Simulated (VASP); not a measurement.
# CrCuSO (P4/nmm) in VASP: a series of runs

Runs on CrCuSO. Level: PBE+U. Tasks: density of states, single point.

All numbers are computed with VASP 6.6.1; they aren't measurements. Logs are shortened: lines on timing, memory, paths and dates and some standing lists are left out, and cuts for length are marked.

### 1 The cell of the first run

It takes space group P4/nmm (No. 129, tetragonal). The conventional cell has a = 3.808 Å, b = 3.808 Å, c = 8.614 Å, α = 90.00°, β = 90.00°, γ = 90.00°. Within 3.1 Å of Cu (site symmetry -4m2) lie 4 S at 2.33 Å and 4 Cu at 2.69 Å. Within 3.1 Å of S (site symmetry 4mm) lie 4 Cu at 2.33 Å. Cr (site symmetry -4m2) has 4 O at 2.01 Å and 4 Cr at 2.69 Å within 2.7 Å. O (site symmetry 4mm) has 4 Cr at 2.01 Å within 2.7 Å.

### 2 Density of states, PBE+U, collinear spin, antiferromagnetic start

POSCAR

```
CrCuSO
1.0
    3.8082793000      0.0000000000      0.0000000000
    0.0000000000      3.8082793000      0.0000000000
    0.0000000000      0.0000000000      8.6141907600
Cu S Cr O
2 2 2 2
Direct
    0.7500000000      0.2500000000      0.5000000000
    0.2500000000      0.7500000000      0.5000000000
    0.2500000000      0.2500000000      0.3442000000
    0.7500000000      0.7500000000      0.6558000000
    0.2500000000      0.7500000000      0.0000000000
    0.7500000000      0.2500000000      0.0000000000
    0.2500000000      0.2500000000      0.9256000000
    0.7500000000      0.7500000000      0.0744000000
```

INCAR.step1

```
SYSTEM = CrCuSO
ALGO = Normal
EDIFF = 1E-7
ENCUT = 520
GGA = PE
ISIF = 2
ISMEAR = -1
ISPIN = 2
LASPH = .TRUE.
LCHARG = .TRUE.
LDAU = .TRUE.
LDAUJ = 0 0 0 0
LDAUL = 2 -1 2 -1
LDAUPRINT = 1
LDAUTYPE = 2
LDAUU = 5.94 0 4.57 0
LMAXMIX = 4
LREAL = .FALSE.
LWAVE = .FALSE.
MAGMOM = 1 -1 0 0 3 -3 0 0
NBANDS = 49
NELM = 150
PREC = Accurate
SIGMA = 0.1
```

KPOINTS.step1

```
k-points
0
G
  5 5 2
  0 0 0
```

INCAR.step2

```
SYSTEM = CrCuSO
ALGO = Normal
EDIFF = 1E-7
ENCUT = 520
GGA = PE
ICHARG = 11
ISIF = 2
ISMEAR = -5
ISPIN = 2
LASPH = .TRUE.
LCHARG = .FALSE.
LDAU = .TRUE.
LDAUJ = 0 0 0 0
LDAUL = 2 -1 2 -1
LDAUPRINT = 1
LDAUTYPE = 2
LDAUU = 5.94 0 4.57 0
LMAXMIX = 4
LORBIT = 11
LREAL = .FALSE.
LWAVE = .FALSE.
MAGMOM = 1 -1 0 0 3 -3 0 0
NBANDS = 49
NEDOS = 1001
NELM = 150
PREC = Accurate
SIGMA = 0.1
```

KPOINTS.step2

```
k-points
0
G
  8 8 3
  0 0 0
```

Potentials or basis: VASP PAW PBE potentials, release 64 (Cu, S, Cr_pv, O).

Launch:

```console
$ cat potpaw_PBE.64/Cu/POTCAR potpaw_PBE.64/S/POTCAR potpaw_PBE.64/Cr_pv/POTCAR potpaw_PBE.64/O/POTCAR > POTCAR
$ cp INCAR.step1 INCAR
$ cp KPOINTS.step1 KPOINTS
$ mpirun -np 1 vasp_std > vasp.out
$ cp INCAR.step2 INCAR
$ cp KPOINTS.step2 KPOINTS
$ mpirun -np 1 vasp_std > vasp.out
```

OUTCAR:

```text
SYSTEM = CrCuSO
   EDIFF = 1E-7
   ENCUT = 520
   GGA = PE
   ICHARG = 11
   ISIF = 2
   ISMEAR = -5
   ISPIN = 2
   LASPH = .TRUE.
   LORBIT = 11
   LREAL = .FALSE.
   NELM = 150
   PREC = Accurate

 ion  position               nearest neighbor table
   1  0.750  0.250  0.500-   3 2.33   4 2.33   4 2.33   3 2.33   2 2.69   2 2.69   2 2.69   2 2.69

   2  0.250  0.750  0.500-   3 2.33   4 2.33   3 2.33   4 2.33   1 2.69   1 2.69   1 2.69   1 2.69

   3  0.250  0.250  0.344-   1 2.33   2 2.33   2 2.33   1 2.33
   4  0.750  0.750  0.656-   1 2.33   2 2.33   1 2.33   2 2.33
   5  0.250  0.750  0.000-   7 2.01   8 2.01   7 2.01   8 2.01   6 2.69   6 2.69   6 2.69   6 2.69

   6  0.750  0.250  0.000-   7 2.01   8 2.01   8 2.01   7 2.01   5 2.69   5 2.69   5 2.69   5 2.69

   7  0.250  0.250  0.926-   5 2.01   6 2.01   5 2.01   6 2.01
   8  0.750  0.750  0.074-   5 2.01   6 2.01   6 2.01   5 2.01

  LATTYP: Found a simple tetragonal cell.
 ALAT       =     3.8082793000
 C/A-ratio  =     2.2619640214

  Lattice vectors:

 A1 = (   3.8082793000,   0.0000000000,   0.0000000000)
 A2 = (   0.0000000000,   3.8082793000,   0.0000000000)
 A3 = (   0.0000000000,   0.0000000000,   8.6141907600)

Analysis of symmetry for initial positions (statically):
=====================================================================
 Subroutine PRICEL returns:
 Original cell was already a primitive cell.

 Routine SETGRP: Setting up the symmetry group for a
 simple tetragonal supercell.

 Subroutine GETGRP returns: Found 16 space group operations
 (whereof  4 operations were pure point group operations)
 out of a pool of 16 trial point group operations.

The static configuration has the point symmetry C_2h.
 The point group associated with its full space group is D_4h.

Analysis of symmetry for dynamics (positions and initial velocities):
=====================================================================
 Subroutine PRICEL returns:
 Original cell was already a primitive cell.

 Routine SETGRP: Setting up the symmetry group for a
 simple tetragonal supercell.

 Subroutine GETGRP returns: Found 16 space group operations
 (whereof  4 operations were pure point group operations)
 out of a pool of 16 trial point group operations.

The dynamic configuration has the point symmetry C_2h.
 The point group associated with its full space group is D_4h.

Analysis of structural, dynamic, and magnetic symmetry:
=====================================================================
 Subroutine PRICEL returns:
 Original cell was already a primitive cell.

 Routine SETGRP: Setting up the symmetry group for a
 simple tetragonal supercell.

 Subroutine GETGRP returns: Found 16 space group operations
 (whereof  4 operations were pure point group operations)
 out of a pool of 16 trial point group operations.

The overall configuration has the point symmetry C_2h.
 The point group associated with its full space group is D_4h.

 Subroutine INISYM returns: Found 16 space group operations
 (whereof  4 operations are pure point group operations),
 and found     1 'primitive' translations

----------------------------------------------------------------------------------------

                                     Primitive cell

  volume of cell :     124.9315

  direct lattice vectors                    reciprocal lattice vectors
[... 107 lines left out ...]
   ISIF   =      2    stress and relaxation
   ISYM   =      2    0-nonsym 1-usesym 2-fastsym
   POTIM  = 0.5000    time-step for ionic-motion
   TEBEG  =    0.0;   TEEND  =   0.0 temperature during run
   PSTRESS=    0.0 pullay stress
   NELECT =      70.0000    total number of electrons
   NUPDOWN=      -1.0000    fix difference up-down
   EMIN   =  10.00;   EMAX   =-10.00  energy-range for DOS
   EFERMI =   0.00;   METHOD = LEGACY
   ISMEAR =    -5;   SIGMA  =   0.10  broadening in eV -4-tet -1-fermi 0-gaus
   EFERMI_NEDOS =   21; number of points for ismear=-14 and -15
   IALGO  =     38    algorithm
   IMIX   =      4    mixing-type and parameters
     AMIX     =   0.40;   BMIX     =  1.00
     AMIX_MAG =   1.60;   BMIX_MAG =  1.00
  volume/ion in A,a.u.               =      15.62       105.38
  Fermi-wavevector in a.u.,A,eV,Ry     =   1.349637  2.550443 24.783267  1.821519
  Thomas-Fermi vector in A             =   2.477207
   LORBIT       =     11    0 simple, 1 ext, 2 COOP (PROOUT), +10 PAW based schemes
 LDA+U is selected, type is set to LDAUTYPE =  2
   angular momentum for each species LDAUL =     2   -1    2   -1
   U (eV)           for each species LDAUU =   5.9  0.0  4.6  0.0
   J (eV)           for each species LDAUJ =   0.0  0.0  0.0  0.0
   GGA     = PE    functional components
   LHFCALC =     F    Hartree Fock is set to
   AEXX    =    0.0000 exact exchange contribution
   IVDW    =     0    specifies the selected vdW correction
   LEPSILON=     F    determine dielectric tensor
   LRPA    =     F    only Hartree local field effects (RPA)
 spin polarized calculation
 Fermi weights with tetrahedron method with Bloechl corrections
  energy-cutoff  :      520.00
  volume of cell :      124.93
 maximum number of plane-waves:      3388

atom =   1  type =  1  l = 2

 onsite density matrix

spin component  1
[... 116 lines left out ...]
  o =  0.0363  v =  0.0000  0.0000 -1.0000 -0.0000 -0.0000  0.0000  0.0000  0.0000  0.0000  0.0000      0.0000  0.0000  0.0000  0.0000  0.0000  0.0000  0.0000  0.0000  0.0000  0.0000
  o =  0.0486  v =  0.0000 -0.0290 -0.0000  0.9996  0.0000  0.0000  0.0000  0.0000  0.0000  0.0000      0.0000  0.0000  0.0000  0.0000  0.0000  0.0000  0.0000  0.0000  0.0000  0.0000
  o =  0.0486  v =  0.0000 -0.9996 -0.0000 -0.0290  0.0000  0.0000  0.0000  0.0000  0.0000  0.0000      0.0000  0.0000  0.0000  0.0000  0.0000  0.0000  0.0000  0.0000  0.0000  0.0000
  o =  0.0716  v =  1.0000  0.0000  0.0000  0.0000  0.0000  0.0000  0.0000  0.0000  0.0000  0.0000      0.0000  0.0000  0.0000  0.0000  0.0000  0.0000  0.0000  0.0000  0.0000  0.0000
  o =  0.1495  v =  0.0000  0.0000 -0.0000  0.0000  1.0000  0.0000  0.0000  0.0000  0.0000  0.0000      0.0000  0.0000  0.0000  0.0000  0.0000  0.0000  0.0000  0.0000  0.0000  0.0000
  o =  0.2572  v =  0.0000  0.0000  0.0000  0.0000  0.0000  0.0000 -0.0000 -0.0000 -0.0000  1.0000      0.0000  0.0000  0.0000  0.0000  0.0000  0.0000  0.0000  0.0000  0.0000  0.0000
  o =  0.8493  v =  0.0000  0.0000  0.0000  0.0000  0.0000  0.0000 -0.0000 -1.0000  0.0000 -0.0000      0.0000  0.0000  0.0000  0.0000  0.0000  0.0000  0.0000  0.0000  0.0000  0.0000
  o =  0.9058  v =  0.0000  0.0000  0.0000  0.0000  0.0000  0.0000 -0.9935  0.0000 -0.1134  0.0000      0.0000  0.0000  0.0000  0.0000  0.0000  0.0000  0.0000  0.0000  0.0000  0.0000
  o =  0.9058  v =  0.0000  0.0000  0.0000  0.0000  0.0000  0.0000  0.1134 -0.0000 -0.9935 -0.0000      0.0000  0.0000  0.0000  0.0000  0.0000  0.0000  0.0000  0.0000  0.0000  0.0000
  o =  0.9236  v =  0.0000  0.0000  0.0000  0.0000  0.0000  1.0000  0.0000  0.0000  0.0000  0.0000      0.0000  0.0000  0.0000  0.0000  0.0000  0.0000  0.0000  0.0000  0.0000  0.0000

 number of electron      69.9999911 magnetization      -0.0000000

 Free energy of the ion-electron system (eV)
  ---------------------------------------------------
  ext. energy  EPLUGINS =         0.00000000
  ---------------------------------------------------
  free energy    TOTEN  =       -41.24967987 eV

  energy without entropy =      -41.24967987  energy(sigma->0) =      -41.24967987

 E-fermi :   3.9568     XC(G=0): -10.1831

 val. band max:        3.9751265948   @ k =   0.3750   0.0000   0.0000
 cond. band min:       3.9875355855   @ k =   0.2500   0.1250   0.0000
 fundamental gap:      0.0124089907
 Fermi energy:         3.9567519782

 spin component 1

 k-point     1 :       0.0000    0.0000    0.0000
  band No.  band energies     occupation
      1     -39.4201      1.00000
      2     -39.4200      1.00000
      3     -39.0583      1.00000
      4     -36.0545      1.00000
      5     -36.0545      1.00000
      6     -35.0580      1.00000
[... 2393 lines left out ...]
     46      10.8321      0.00000
     47      11.0476      0.00000

 [... further k-points ...]

 [bands above 47 left out]

------------------------ aborting loop because EDIFF is reached ----------------------------------------

  FORCE on cell =-STRESS in cart. coord.  units (eV):
  Direction    XX          YY          ZZ          XY          YZ          ZX
  --------------------------------------------------------------------------------------
  -------------------------------------------------------------------------------------
  Total        5.2626234      5.2626234     -2.5704778     -0.0000000      0.0000000     -0.0000000
  in kB       67.4902139     67.4902139    -32.9649460     -0.0000000      0.0000000     -0.0000000
  external PRESSURE =      34.0051606 kB  Pullay stress =       0.0000000 kB

 VOLUME and BASIS-vectors are now :
 -----------------------------------------------------------------------------
  energy-cutoff  :      520.00
  volume of cell :      124.93
      direct lattice vectors                 reciprocal lattice vectors
     3.808279300  0.000000000  0.000000000     0.262585783  0.000000000  0.000000000
     0.000000000  3.808279300  0.000000000     0.000000000  0.262585783  0.000000000
     0.000000000  0.000000000  8.614190760     0.000000000  0.000000000  0.116087515

 POSITION                                       TOTAL-FORCE (eV/Angst)
 -----------------------------------------------------------------------------------
      2.85621      0.95207      4.30710         0.000000      0.000000      0.000000
      0.95207      2.85621      4.30710        -0.000000     -0.000000      0.000000
      0.95207      0.95207      2.96500         0.000000     -0.000000      0.304751
      2.85621      2.85621      5.64919        -0.000000     -0.000000     -0.304751
      0.95207      2.85621      0.00000        -0.000000     -0.000000      0.000000
      2.85621      0.95207      0.00000         0.000000     -0.000000      0.000000
      0.95207      0.95207      7.97329         0.000000      0.000000      1.089753
      2.85621      2.85621      0.64090        -0.000000     -0.000000     -1.089753
 -----------------------------------------------------------------------------------
    total drift:                                0.000000      0.000000     -0.000000

  FREE ENERGIE OF THE ION-ELECTRON SYSTEM (eV)
  ---------------------------------------------------
  free  energy   TOTEN  =       -41.2496798671 eV

  energy  without entropy=      -41.2496798671  energy(sigma->0) =      -41.24967987

 total charge

# of ion       s       p       d       tot
------------------------------------------
    1        0.366   0.372   9.356  10.094
    2        0.366   0.372   9.356  10.094
    3        1.345   2.280   0.000   3.626
    4        1.345   2.280   0.000   3.626
    5        0.265   6.260   4.197  10.721
    6        0.265   6.260   4.197  10.721
    7        1.562   3.495   0.000   5.056
    8        1.562   3.495   0.000   5.056
--------------------------------------------------
tot          7.077  24.812  27.106  58.994

 magnetization (x)

# of ion       s       p       d       tot
------------------------------------------
    1       -0.001   0.002   0.010   0.011
    2        0.001  -0.002  -0.010  -0.011
    3        0.000   0.000   0.000   0.000
    4        0.000   0.000   0.000   0.000
    5        0.056   0.040   3.505   3.601
    6       -0.056  -0.040  -3.505  -3.601
    7        0.000   0.000   0.000   0.000
    8        0.000   0.000   0.000   0.000
--------------------------------------------------
tot          0.000   0.000   0.000   0.000
```

Wall time 3.3 min (1 thread of Intel Xeon 6975P-C (Granite Rapids), shared host); peak memory 0.42 GiB.

What came out:

```yaml
Net_moment: 0.00 μB per cell
Site_moments: Cu +0.01, -0.01; S +0.00; Cr +3.60, -3.60; O +0.00 μB
Valence_electrons_inside_the_program's_atomic_spheres: Cu 10.09; S 3.63; Cr 10.72; O 5.06
```

Eigenvalues of the final occupation matrices:
```csv
site,spin,trace,eigenvalues
site 1 d,1,4.70,0.93 0.93 0.94 0.95 0.96
site 1 d,2,4.69,0.92 0.92 0.94 0.95 0.95
site 2 d,1,4.69,0.92 0.92 0.94 0.95 0.95
site 2 d,2,4.70,0.93 0.93 0.94 0.95 0.96
site 5 d,1,3.84,0.26 0.85 0.91 0.91 0.92
site 5 d,2,0.35,0.04 0.05 0.05 0.07 0.15
site 6 d,1,0.35,0.04 0.05 0.05 0.07 0.15
site 6 d,2,3.84,0.26 0.85 0.91 0.91 0.92
```

Caveat: the k points lie up to 0.36 Å⁻¹ apart; tetrahedron occupations give inexact forces and stress in metals. The state reached can hang on the start; a lower one may exist.

### 3 Single point, PBE+U, collinear spin, ferromagnetic start

INCAR

```
PREC = Accurate ; ENCUT = 520
EDIFF = 1E-6 ; ISMEAR = -1
SIGMA = 0.1 ; LREAL = False
LASPH = True ; NELM = 150
ALGO = Normal ; ISIF = 2
LWAVE = False ; LCHARG = False
ISPIN = 2 ; MAGMOM = 1 1 0 0 3 3 0 0
LORBIT = 11 ; LMAXMIX = 4
LDAU = True ; LDAUTYPE = 2
LDAUL = 2 -1 2 -1 ; LDAUU = 5.94 0 4.57 0
LDAUJ = 0 0 0 0 ; LDAUPRINT = 1
GGA = PE ; NBANDS = 49
```

KPOINTS

```
Automatic mesh
0
Gamma
  5 5 2
```

POSCAR is that of step 2.

Potentials or basis: VASP PAW PBE potentials, release 64 (Cu, S, Cr_pv, O).

Launch:

```console
$ cat potpaw_PBE.64/Cu/POTCAR potpaw_PBE.64/S/POTCAR potpaw_PBE.64/Cr_pv/POTCAR potpaw_PBE.64/O/POTCAR > POTCAR
$ mpirun -np 1 vasp_std > vasp.out
```

It took 89 s on 1 thread of Intel Xeon 6975P-C (Granite Rapids), shared host; peak memory 0.32 GiB.

It converged, with:

- Free energy: -40.9579 eV
- Pressure: 5.4 GPa
- Largest force: 0.958 eV/Å
- Net moment: 7.05 μB per cell
- Site moments: Cu -0.08; S -0.10; Cr +3.66; O -0.09 μB
- Valence electrons inside the program's atomic spheres: Cu 10.11; S 3.65; Cr 10.69; O 5.04

Forces on the atoms (eV/Å):
```
Cu   0.000  0.000  0.000
Cu   0.000  0.000  0.000
S    0.000  0.000  0.108
S    0.000  0.000 -0.108
Cr   0.000  0.000  0.000
Cr   0.000  0.000  0.000
O    0.000  0.000  0.958
O    0.000  0.000 -0.958
```

Stress tensor (GPa, compression positive):
```
10.10  0.00  0.00
 0.00 10.10  0.00
 0.00  0.00 -3.97
```

Levels at points of the mesh, in eV from the Fermi level:
Spin up:
```
           k point  band 33  band 34  band 35  band 36  band 37  band 38  band 39  band 40  band 41  band 42
(0.00, 0.00, 0.00)    -1.03    -1.03    -0.35     0.04     0.04     0.16     0.74     0.74     1.59     2.64
(0.00, 0.00, 0.50)    -1.14    -1.14    -1.08     0.05     0.05     0.41     0.75     0.75     1.59     3.17
```
Spin down:
| k point | band 29 | band 30 | band 31 | band 32 | band 33 | band 34 |
| --- | --- | --- | --- | --- | --- | --- |
| (0.00, 0.00, 0.00) | -1.45 | -0.02 | 0.56 | 0.56 | 2.08 | 2.74 |
| (0.00, 0.00, 0.50) | -1.45 | -0.51 | 0.57 | 0.57 | 2.08 | 4.05 |

Eigenvalues of the final occupation matrices:
| site | spin | trace | eigenvalues |
| --- | --- | --- | --- |
| site 1 d | 1 | 4.66 | 0.92 0.92 0.92 0.95 0.95 |
| site 1 d | 2 | 4.74 | 0.93 0.93 0.95 0.96 0.96 |
| site 2 d | 1 | 4.66 | 0.92 0.92 0.92 0.95 0.95 |
| site 2 d | 2 | 4.74 | 0.93 0.93 0.95 0.96 0.96 |
| site 5 d | 1 | 3.89 | 0.27 0.89 0.89 0.89 0.94 |
| site 5 d | 2 | 0.31 | 0.04 0.04 0.04 0.04 0.15 |
| site 6 d | 1 | 3.89 | 0.27 0.89 0.89 0.89 0.94 |
| site 6 d | 2 | 0.31 | 0.04 0.04 0.04 0.04 0.15 |

Caveat: the k points lie up to 0.36 Å⁻¹ apart; only a ferromagnetic start was run, and an antiferromagnetic order may lie lower in energy. The state reached can hang on the start; a lower one may exist.
